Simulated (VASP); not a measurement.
KF, 2 atoms in the cell. Symmetry: P4/mmm, No. 123, tetragonal system. Conventional cell: a = 2.847 Å, b = 2.847 Å, c = 4.270 Å, α = 90.00°, β = 90.00°, γ = 90.00°. Within 3.8 Å of K (site symmetry 4/mmm) lie 4 K at 2.85 Å and 8 F at 2.93 Å. F (site symmetry 4/mmm) has 4 F at 2.85 Å and 8 K at 2.93 Å within 3.8 Å.  This cell differs from its parent crystal: ratio of the length along z to the lengths across it x 1.5, volume and fractional coordinates fixed.

| Property | Result |
| --- | --- |
| Program | VASP 6.6.1 |
| Task | single point |
| Functional | PBE |
| Potentials or basis | VASP PAW PBE potentials, release 64 (K_sv, F) |
| Cutoff | 520 eV |
| k mesh | 8 × 8 × 8 |
| Occupations | gaussian, width 0.05 eV |
| Spin | no spin polarisation |
| Dipole correction | no |
| Further INCAR settings | ALGO = Normal; EDIFF = 1e-06; NBANDS = 15 |

Potentials or basis: VASP PAW PBE potentials, release 64 (K_sv, F).

Launch:

```console
$ cat potpaw_PBE.64/K_sv/POTCAR potpaw_PBE.64/F/POTCAR > POTCAR
$ mpirun -np 1 vasp_std > vasp.out
```

Hardware: 1 thread of Intel(R) Xeon(R) Platinum 8259CL CPU @ 2.50GHz (Skylake/Cascade Lake), with other jobs on the host.

How long does it take, and how much memory?

It took 41 s on 1 thread of Intel(R) Xeon(R) Platinum 8259CL CPU @ 2.50GHz (Skylake/Cascade Lake), on a shared host, peak memory 0.17 GiB. Counts: scf iterations 13, k points 75.
